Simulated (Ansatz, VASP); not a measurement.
## TaSi2 in VASP and in Ansatz

```
Ta Si
1.0
     2.27036    1.31079    2.93817
    -2.27036    1.31079    2.93817
     0.00000   -2.62159    2.93817
Ta Si
1 2
Direct
  0.00000 0.00000 0.00000
  0.70088 0.70088 0.70088
  0.29912 0.29912 0.29912
```

Alike in both runs: functional PBE; k mesh 6 × 6 × 6; occupations gaussian, width 0.2 eV; no spin polarisation.

Ansatz relaxed the structure, and its values are those at the end. VASP's run is a single point on that final structure, the one shown.

|  | VASP | Ansatz |
| --- | --- | --- |
| version | VASP 6.6.1 | Ansatz 0.2.0 |
| potentials or method | VASP PAW PBE potentials, release 64 (Ta_pv, Si), cutoff 500 eV | scalar-relativistic, plane waves, PAW |
| valence electrons in the cell | 19 | 21 |

```csv
,VASP,Ansatz,Ansatz less VASP
gap on the k mesh at the Fermi level (eV),none,none,-
pressure (GPa),0.2,0.2,-0.03
```

A gap of «none» marks a metal or a gap that the smearing closes. VASP's potentials hold 19 valence electrons a cell and Ansatz's 21, so a difference there can come from the potentials and not from the codes.

Spin-orbit coupling is off throughout.
